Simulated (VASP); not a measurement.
# Al2O3 (Pbcn) in VASP: further runs

Runs on Al2O3. Level: PBE. Tasks: single point.

Everything below comes from runs of VASP 6.6.1. Logs are shortened: lines on timing, memory, paths and dates and some standing lists are left out, and cuts for length are marked.

## (1) The cell of the first run

It takes space group Pbcn (No. 60, orthorhombic). Conventional cell: a = 7.091 Å, b = 4.848 Å, c = 4.987 Å, α = 90.00°, β = 90.00°, γ = 90.00°. Al (site symmetry 1) has 6 O at 1.87 to 2.03 Å within 2.5 Å. Within 2.8 Å of O (site symmetry 1) lie 4 Al at 1.89 to 2.03 Å and 9 O at 2.52 to 2.78 Å. O (site symmetry 2) has 4 Al at 1.87 to 1.97 Å and 8 O at 2.52 to 2.65 Å within 2.7 Å.

## (2) Single point, PBE

File INCAR:

```
PREC     = Accurate       # precision mode
ENCUT    = 520            # plane-wave cutoff, eV
EDIFF    = 1E-6           # SCF threshold, eV
ISMEAR   = 0              # smearing method
SIGMA    = 0.02           # smearing width, eV
LREAL    = Auto         
LASPH    = True           # aspherical terms in the spheres
NELM     = 100            # most SCF steps
ALGO     = Normal         # electronic algorithm
ISIF     = 2              # what is computed and relaxed
LWAVE    = False          # write WAVECAR
LCHARG   = True           # write CHGCAR
GGA      = PE             # functional
LELF     = True           # ELF
LVHAR    = True         
NBANDS   = 64             # bands
```

File KPOINTS:

```
regular mesh
0
Gamma
  4 6 6
```

File POSCAR:

```
Al2O3
1.0
    7.0912911314      0.0000000000      0.0000000000
    0.0000000000      4.8475683372      0.0000000000
    0.0000000000      0.0000000000      4.9873902240
Al O
8 12
Direct
    0.3904511748      0.2521508467      0.0305457061
    0.6095488252      0.2521508467      0.4694542939
    0.1095488252      0.2478491533      0.5305457061
    0.8904511748      0.2478491533      0.9694542939
    0.6095488252      0.7478491533      0.9694542939
    0.3904511748      0.7478491533      0.5305457061
    0.8904511748      0.7521508467      0.4694542939
    0.1095488252      0.7521508467      0.0305457061
    0.6539986655      0.1069697579      0.1019782640
    0.3460013345      0.1069697579      0.3980217360
    0.8460013345      0.3930302421      0.6019782640
    0.1539986655      0.3930302421      0.8980217360
    0.3460013345      0.8930302421      0.8980217360
    0.6539986655      0.8930302421      0.6019782640
    0.1539986655      0.6069697579      0.3980217360
    0.8460013345      0.6069697579      0.1019782640
    0.0000000000      0.0494463155      0.2500000000
    0.5000000000      0.4505536845      0.7500000000
    0.0000000000      0.9505536845      0.7500000000
    0.5000000000      0.5494463155      0.2500000000
```

Potentials or basis: VASP PAW PBE potentials, release 64 (Al, O).

Run with:

```bash
cat potpaw_PBE.64/Al/POTCAR potpaw_PBE.64/O/POTCAR > POTCAR
mpirun -np 1 vasp_std > vasp.out
```

OUTCAR:

```text
PREC = Accurate
   ENCUT = 520
   EDIFF = 1E-6
   ISMEAR = 0
   LREAL = Auto
   LASPH = True
   NELM = 100
   ISIF = 2
   GGA = PE

 ion  position               nearest neighbor table
   1  0.390  0.252  0.031-  18 1.87  13 1.89  12 1.93  20 1.97  10 1.99   9 2.03   2 2.68   5 2.88
                             5 2.91   8 3.14   8 3.14   3 3.19   3 3.19   2 3.20
   2  0.610  0.252  0.469-  18 1.87  14 1.89  11 1.93  20 1.97   9 1.99  10 2.03   1 2.68   6 2.88
                             6 2.91   7 3.14   7 3.14   4 3.19   4 3.19   1 3.20
   3  0.110  0.248  0.531-  17 1.87  15 1.89  10 1.93  19 1.97  12 1.99  11 2.03   4 2.68   7 2.88
                             7 2.91   6 3.14   6 3.14   1 3.19   1 3.19   4 3.20
   4  0.890  0.248  0.969-  17 1.87  16 1.89   9 1.93  19 1.97  11 1.99  12 2.03   3 2.68   8 2.88
                             8 2.91   5 3.14   5 3.14   2 3.19   2 3.19   3 3.20
   5  0.610  0.748  0.969-  20 1.87   9 1.89  16 1.93  18 1.97  14 1.99  13 2.03   6 2.68   1 2.88
                             1 2.91   4 3.14   4 3.14   7 3.19   7 3.19   6 3.20
   6  0.390  0.748  0.531-  20 1.87  10 1.89  15 1.93  18 1.97  13 1.99  14 2.03   5 2.68   2 2.88
                             2 2.91   3 3.14   3 3.14   8 3.19   8 3.19   5 3.20
   7  0.890  0.752  0.469-  19 1.87  11 1.89  14 1.93  17 1.97  16 1.99  15 2.03   8 2.68   3 2.88
                             3 2.91   2 3.14   2 3.14   5 3.19   5 3.19   8 3.20
   8  0.110  0.752  0.031-  19 1.87  12 1.89  13 1.93  17 1.97  15 1.99  16 2.03   7 2.68   4 2.88
                             4 2.91   1 3.14   1 3.14   6 3.19   6 3.19   7 3.20
   9  0.654  0.107  0.102-   5 1.89   4 1.93   2 1.99   1 2.03
  10  0.346  0.107  0.398-   6 1.89   3 1.93   1 1.99   2 2.03
  11  0.846  0.393  0.602-   7 1.89   2 1.93   4 1.99   3 2.03
  12  0.154  0.393  0.898-   8 1.89   1 1.93   3 1.99   4 2.03
  13  0.346  0.893  0.898-   1 1.89   8 1.93   6 1.99   5 2.03
  14  0.654  0.893  0.602-   2 1.89   7 1.93   5 1.99   6 2.03
  15  0.154  0.607  0.398-   3 1.89   6 1.93   8 1.99   7 2.03
  16  0.846  0.607  0.102-   4 1.89   5 1.93   7 1.99   8 2.03
  17  0.000  0.049  0.250-   3 1.87   4 1.87   7 1.97   8 1.97
  18  0.500  0.451  0.750-   1 1.87   2 1.87   5 1.97   6 1.97
  19  0.000  0.951  0.750-   7 1.87   8 1.87   3 1.97   4 1.97
  20  0.500  0.549  0.250-   5 1.87   6 1.87   1 1.97   2 1.97

  LATTYP: Found a simple orthorhombic cell.
 ALAT       =     4.8475683372
 B/A-ratio  =     1.0288437165
 C/A-ratio  =     1.4628553201

  Lattice vectors:

 A1 = (   0.0000000000,   4.8475683372,   0.0000000000)
 A2 = (   0.0000000000,   0.0000000000,   4.9873902240)
 A3 = (   7.0912911314,   0.0000000000,   0.0000000000)

Analysis of symmetry for initial positions (statically):
=====================================================================
 Subroutine PRICEL returns:
 Original cell was already a primitive cell.

 Routine SETGRP: Setting up the symmetry group for a
 simple orthorhombic supercell.

 Subroutine GETGRP returns: Found  8 space group operations
 (whereof  2 operations were pure point group operations)
 out of a pool of  8 trial point group operations.

The static configuration has the point symmetry S_2 .
 The point group associated with its full space group is D_2h.

Analysis of symmetry for dynamics (positions and initial velocities):
=====================================================================
 Subroutine PRICEL returns:
 Original cell was already a primitive cell.

 Routine SETGRP: Setting up the symmetry group for a
 simple orthorhombic supercell.

 Subroutine GETGRP returns: Found  8 space group operations
 (whereof  2 operations were pure point group operations)
 out of a pool of  8 trial point group operations.

The dynamic configuration has the point symmetry S_2 .
 The point group associated with its full space group is D_2h.

 Subroutine INISYM returns: Found  8 space group operations
 (whereof  2 operations are pure point group operations),
 and found     1 'primitive' translations

----------------------------------------------------------------------------------------

                                     Primitive cell

  volume of cell :     171.4441

  direct lattice vectors                    reciprocal lattice vectors
     7.091291131  0.000000000  0.000000000     0.141018043  0.000000000  0.000000000
     0.000000000  4.847568337  0.000000000     0.000000000  0.206288995  0.000000000
     0.000000000  0.000000000  4.987390224     0.000000000  0.000000000  0.200505666

  length of vectors
     7.091291131  4.847568337  4.987390224     0.141018043  0.206288995  0.200505666

  position of ions in fractional coordinates (direct lattice)
     0.390451175  0.252150847  0.030545706
[... 55 lines left out ...]
     0.000000000  0.034381499  0.000000000     0.000000000  0.166666667  0.000000000
     0.000000000  0.000000000  0.033417611     0.000000000  0.000000000  0.166666667

  Length of vectors
     0.035254511  0.034381499  0.033417611

  Shift w.r.t. Gamma in fractional coordinates (k-lattice)
     0.000000000  0.000000000  0.000000000

 Subroutine IBZKPT returns following result:
 ===========================================

 Found     48 irreducible k-points:

 Following reciprocal coordinates:
            Coordinates               Weight
  0.000000  0.000000  0.000000      1.000000
  0.250000  0.000000  0.000000      2.000000
  0.500000  0.000000  0.000000      1.000000
  0.000000  0.166667  0.000000      2.000000
  0.250000  0.166667  0.000000      4.000000
  0.500000  0.166667  0.000000      2.000000
[... 16 lines left out ...]
  0.250000  0.500000  0.166667      4.000000
  0.500000  0.500000  0.166667      2.000000
 [... further k-points ...]
   k-points           NKPTS =     48   k-points in BZ     NKDIM =     48   number of bands    NBANDS=     64
   number of dos      NEDOS =    301   number of ions     NIONS =     20
   total plane-waves  NPLWV =  77760
   dimension x,y,z NGX =    54 NGY =   36 NGZ =   40
   dimension x,y,z NGXF=   108 NGYF=   72 NGZF=   80
   ions per type =               8  12
   NGX,Y,Z   is equivalent  to a cutoff of  12.66, 12.35, 13.33 a.u.
   NGXF,Y,Z  is equivalent  to a cutoff of  25.32, 24.69, 26.67 a.u.
 SYSTEM =  unknown system
   PREC   = accura    normal or accurate (medium, high low for compatibility)
   ISTART =      0    job   : 0-new  1-cont  2-samecut
   ICHARG =      2    charge: 1-file 2-atom 10-const
   ISPIN  =      1    spin polarized calculation?
   LNONCOLLINEAR =      F non collinear calculations
   LSORBIT =      F    spin-orbit coupling
   LASPH  =      T    aspherical Exc in radial PAW
   ENCUT  =  520.0 eV  38.22 Ry    6.18 a.u.  13.19  9.01  9.27*2*pi/ulx,y,z
   NELM   =    100;   NELMIN=  2; NELMDL= -5     # of ELM steps
   EDIFF  = 0.1E-05   stopping-criterion for ELM
   LREAL  =      T    real-space projection
   EDIFFG = 0.1E-04   stopping-criterion for IOM
   NSW    =      0    number of steps for IOM
   IBRION =     -1    ionic relax: 0-MD 1-quasi-New 2-CG
   NFREE  =      0    steps in history (QN), initial steepest desc. (CG)
   ISIF   =      2    stress and relaxation
   ISYM   =      2    0-nonsym 1-usesym 2-fastsym
   POTIM  = 0.5000    time-step for ionic-motion
   TEBEG  =    0.0;   TEEND  =   0.0 temperature during run
   PSTRESS=    0.0 pullay stress
   NELECT =      96.0000    total number of electrons
   NUPDOWN=      -1.0000    fix difference up-down
   EMIN   =  10.00;   EMAX   =-10.00  energy-range for DOS
   EFERMI =   0.00;   METHOD = LEGACY
   ISMEAR =     0;   SIGMA  =   0.02  broadening in eV -4-tet -1-fermi 0-gaus
   EFERMI_NEDOS =   21; number of points for ismear=-14 and -15
   IALGO  =     38    algorithm
   IMIX   =      4    mixing-type and parameters
     AMIX     =   0.40;   BMIX     =  1.00
     AMIX_MAG =   1.60;   BMIX_MAG =  1.00
  volume/ion in A,a.u.               =       8.57        57.85
  Fermi-wavevector in a.u.,A,eV,Ry     =   1.349349  2.549900 24.772718  1.820743
  Thomas-Fermi vector in A             =   2.476943
   LORBIT       =      0    0 simple, 1 ext, 2 COOP (PROOUT), +10 PAW based schemes
   GGA     = PE    functional components
   LHFCALC =     F    Hartree Fock is set to
   AEXX    =    0.0000 exact exchange contribution
   IVDW    =     0    specifies the selected vdW correction
   LEPSILON=     F    determine dielectric tensor
   LRPA    =     F    only Hartree local field effects (RPA)
 non-spin polarized calculation
 Gauss-broadening in eV      SIGMA  =   0.02
  energy-cutoff  :      520.00
  volume of cell :      171.44
 maximum number of plane-waves:      4650
 NGX is ok and might be reduce to    54
   NGX = 27   NGY = 19   NGZ = 19

 number of electron      96.0000013 magnetization

 Free energy of the ion-electron system (eV)
  ---------------------------------------------------
  ext. energy  EPLUGINS =         0.00000000
  ---------------------------------------------------
  free energy    TOTEN  =      -147.76199974 eV

  energy without entropy =     -147.76199974  energy(sigma->0) =     -147.76199974

 E-fermi :   6.4916     XC(G=0): -11.7205

 val. band max:        6.3103956377   @ k =   0.0000   0.0000   0.0000
 cond. band min:      11.6163683410   @ k =   0.0000   0.0000   0.0000
 fundamental gap:      5.3059727033
 Fermi energy:         6.4915895115

 k-point     1 :       0.0000    0.0000    0.0000
  band No.  band energies     occupation
      1     -12.8782      2.00000
      2     -11.7793      2.00000
      3     -11.0503      2.00000
      4     -10.8023      2.00000
      5     -10.7408      2.00000
      6     -10.5398      2.00000
[... 1501 lines left out ...]
     59      16.8472      0.00000
     60      16.8472      0.00000

 [... further k-points ...]

 [bands above 60 left out]

------------------------ aborting loop because EDIFF is reached ----------------------------------------

  FORCE on cell =-STRESS in cart. coord.  units (eV):
  Direction    XX          YY          ZZ          XY          YZ          ZX
  --------------------------------------------------------------------------------------
  -------------------------------------------------------------------------------------
  Total       -0.1744779     -0.1777662     -0.1680211      0.0000000     -0.0000000      0.0000000
  in kB       -1.6305283     -1.6612582     -1.5701889      0.0000000     -0.0000000      0.0000000
  external PRESSURE =      -1.6206585 kB  Pullay stress =       0.0000000 kB

 VOLUME and BASIS-vectors are now :
 -----------------------------------------------------------------------------
  energy-cutoff  :      520.00
  volume of cell :      171.44
      direct lattice vectors                 reciprocal lattice vectors
     7.091291131  0.000000000  0.000000000     0.141018043  0.000000000  0.000000000
     0.000000000  4.847568337  0.000000000     0.000000000  0.206288995  0.000000000
     0.000000000  0.000000000  4.987390224     0.000000000  0.000000000  0.200505666

 POSITION                                       TOTAL-FORCE (eV/Angst)
 -----------------------------------------------------------------------------------
      2.76880      1.22232      0.15234        -0.004380     -0.001341     -0.001102
      4.32249      1.22232      2.34135         0.004380     -0.001341      0.001102
      0.77684      1.20147      2.64604         0.004380      0.001341     -0.001102
      6.31445      1.20147      4.83505        -0.004380      0.001341      0.001102
      4.32249      3.62525      4.83505         0.004380      0.001341      0.001102
      2.76880      3.62525      2.64604        -0.004380      0.001341     -0.001102
[... 12 lines left out ...]
      0.00000      4.60787      3.74054        -0.000000      0.008067     -0.000000
      3.54565      2.66348      1.24685        -0.000000     -0.008067      0.000000
 -----------------------------------------------------------------------------------
    total drift:                                0.000000      0.000000     -0.000000

  FREE ENERGIE OF THE ION-ELECTRON SYSTEM (eV)
  ---------------------------------------------------
  free  energy   TOTEN  =      -147.7619997407 eV

  energy  without entropy=     -147.7619997407  energy(sigma->0) =     -147.76199974
```

It took 14 min on 1 thread of Intel Xeon Platinum 8259CL at 2.50GHz (Skylake/Cascade Lake), shared host; peak memory 0.46 GiB.

Results:

| Item | Value |
| --- | --- |
| Free energy | -147.7620 eV |
| Pressure | -0.2 GPa |
| Largest force | 0.008 eV/Å |
| Band gap on the k mesh | 5.31 eV |

Forces on the atoms (eV/Å):
```
Al  -0.004 -0.001 -0.001
Al   0.004 -0.001  0.001
Al   0.004  0.001 -0.001
Al  -0.004  0.001  0.001
Al   0.004  0.001  0.001
Al  -0.004  0.001 -0.001
Al  -0.004 -0.001  0.001
Al   0.004 -0.001 -0.001
O   -0.002  0.002  0.001
O    0.002  0.002 -0.001
O    0.002 -0.002  0.001
O   -0.002 -0.002 -0.001
O    0.002 -0.002 -0.001
O   -0.002 -0.002  0.001
O   -0.002  0.002 -0.001
O    0.002  0.002  0.001
O    0.000 -0.008  0.000
O    0.000  0.008  0.000
O    0.000  0.008  0.000
O    0.000 -0.008  0.000
```

A k mesh can miss the band edges.

## (3) Single point, PBE (8.32 Å³/atom)

This run uses another cell than the first one, of 8.32 Å³/atom.

File INCAR:

```
SYSTEM = Al2O3
PREC = Accurate
ENCUT = 520
EDIFF = 1E-6
ISMEAR = 0
SIGMA = 0.02
LREAL = Auto
LASPH = .True.
NELM = 80
ALGO = Normal
ISIF = 2
LWAVE = .False.
LCHARG = .False.
GGA = PE
NBANDS = 64
```

File KPOINTS:

```
Automatic mesh
0
Gamma
  4 6 6
  0 0 0
```

File POSCAR:

```
Al2O3
1.0
    7.0188320188      0.0000000000      0.0000000000
    0.0000000000      4.7993914135      0.0000000000
    0.0000000000      0.0000000000      4.9367748460
Al O
8 12
Direct
    0.3899921523      0.2522544941      0.0314899780
    0.6100078477      0.2522544941      0.4685100220
    0.1100078477      0.2477455059      0.5314899780
    0.8899921523      0.2477455059      0.9685100220
    0.6100078477      0.7477455059      0.9685100220
    0.3899921523      0.7477455059      0.5314899780
    0.8899921523      0.7522544941      0.4685100220
    0.1100078477      0.7522544941      0.0314899780
    0.6541663050      0.1071107466      0.1023352248
    0.3458336950      0.1071107466      0.3976647752
    0.8458336950      0.3928892534      0.6023352248
    0.1541663050      0.3928892534      0.8976647752
    0.3458336950      0.8928892534      0.8976647752
    0.6541663050      0.8928892534      0.6023352248
    0.1541663050      0.6071107466      0.3976647752
    0.8458336950      0.6071107466      0.1023352248
    0.0000000000      0.0502751590      0.2500000000
    0.5000000000      0.4497248410      0.7500000000
    0.0000000000      0.9497248410      0.7500000000
    0.5000000000      0.5502751590      0.2500000000
```

Potentials or basis: VASP PAW PBE potentials, release 64 (Al, O).

Run with:

```bash
cat potpaw_PBE.64/Al/POTCAR potpaw_PBE.64/O/POTCAR > POTCAR
mpirun -np 1 vasp_std > vasp.out
```

OUTCAR:

```text
SYSTEM = Al2O3
   PREC = Accurate
   ENCUT = 520
   EDIFF = 1E-6
   ISMEAR = 0
   LREAL = Auto
   LASPH = .True.
   NELM = 80
   ISIF = 2
   GGA = PE

 ion  position               nearest neighbor table
   1  0.390  0.252  0.031-  18 1.85  13 1.87  12 1.91  20 1.95  10 1.96   9 2.01   2 2.65   5 2.85
                             5 2.89   8 3.10   8 3.10   3 3.16   3 3.16   2 3.18
   2  0.610  0.252  0.469-  18 1.85  14 1.87  11 1.91  20 1.95   9 1.96  10 2.01   1 2.65   6 2.85
                             6 2.89   7 3.10   7 3.10   4 3.16   4 3.16   1 3.18
   3  0.110  0.248  0.531-  17 1.85  15 1.87  10 1.91  19 1.95  12 1.96  11 2.01   4 2.65   7 2.85
                             7 2.89   6 3.10   6 3.10   1 3.16   1 3.16   4 3.18
[... 1778 lines left out ...]
  external PRESSURE =      72.9956231 kB  Pullay stress =       0.0000000 kB

 VOLUME and BASIS-vectors are now :
 -----------------------------------------------------------------------------
  energy-cutoff  :      520.00
  volume of cell :      166.30
      direct lattice vectors                 reciprocal lattice vectors
     7.018832019  0.000000000  0.000000000     0.142473847  0.000000000  0.000000000
     0.000000000  4.799391414  0.000000000     0.000000000  0.208359751  0.000000000
     0.000000000  0.000000000  4.936774846     0.000000000  0.000000000  0.202561395

 POSITION                                       TOTAL-FORCE (eV/Angst)
 -----------------------------------------------------------------------------------
      2.73729      1.21067      0.15546        -0.007581     -0.000208     -0.000507
      4.28154      1.21067      2.31293         0.007581     -0.000208      0.000507
      0.77213      1.18903      2.62385         0.007581      0.000208     -0.000507
      6.24671      1.18903      4.78132        -0.007581      0.000208      0.000507
      4.28154      3.58872      4.78132         0.007581      0.000208      0.000507
      2.73729      3.58872      2.62385        -0.007581      0.000208     -0.000507
[... 12 lines left out ...]
      0.00000      4.55810      3.70258        -0.000000      0.011312     -0.000000
      3.50942      2.64099      1.23419         0.000000     -0.011312     -0.000000
 -----------------------------------------------------------------------------------
    total drift:                               -0.000000      0.000000      0.000000

  FREE ENERGIE OF THE ION-ELECTRON SYSTEM (eV)
  ---------------------------------------------------
  free  energy   TOTEN  =      -147.6419543551 eV

  energy  without entropy=     -147.6419543551  energy(sigma->0) =     -147.64195436
```

It took 5 min on 1 thread of AMD EPYC 9R45 (Zen 5), shared host; peak memory 0.43 GiB.

Results:

| Item | Value |
| --- | --- |
| Free energy | -147.6420 eV |
| Pressure | 7.3 GPa |
| Largest force | 0.011 eV/Å |
| Band gap on the k mesh | 5.66 eV |

Forces on the atoms (eV/Å):
```
Al  -0.008  0.000 -0.001
Al   0.008  0.000  0.001
Al   0.008  0.000 -0.001
Al  -0.008  0.000  0.001
Al   0.008  0.000  0.001
Al  -0.008  0.000 -0.001
Al  -0.008  0.000  0.001
Al   0.008  0.000 -0.001
O   -0.002  0.003  0.002
O    0.002  0.003 -0.002
O    0.002 -0.003  0.002
O   -0.002 -0.003 -0.002
O    0.002 -0.003 -0.002
O   -0.002 -0.003  0.002
O   -0.002  0.003 -0.002
O    0.002  0.003  0.002
O    0.000 -0.011  0.000
O    0.000  0.011  0.000
O    0.000  0.011  0.000
O    0.000 -0.011  0.000
```

Levels at points of the mesh, in eV from the valence-band top:
```csv
k point,band 45,band 46,band 47,band 48,band 49,band 50,band 51,band 52
"(0.00, 0.00, 0.00)",-0.55,-0.18,-0.16,0.00,5.66,8.44,8.82,9.08
"(0.50, 0.00, 0.00)",-0.32,-0.32,-0.13,-0.13,7.15,7.15,9.60,9.60
"(0.00, 0.50, 0.00)",-0.50,-0.50,-0.15,-0.15,8.13,8.13,8.76,8.76
"(0.50, 0.50, 0.00)",-0.29,-0.29,-0.25,-0.25,8.62,8.62,8.73,8.73
"(0.00, 0.00, 0.50)",-0.31,-0.31,-0.13,-0.13,8.20,8.20,8.69,8.69
"(0.50, 0.00, 0.50)",-0.35,-0.35,-0.35,-0.35,8.62,8.62,8.62,8.62
"(0.00, 0.50, 0.50)",-0.29,-0.29,-0.29,-0.29,9.17,9.17,9.17,9.17
"(0.50, 0.50, 0.50)",-0.54,-0.54,-0.54,-0.54,8.93,8.93,8.93,8.93
```

Caveat: the cell stands under pressure. A k mesh can miss the band edges.
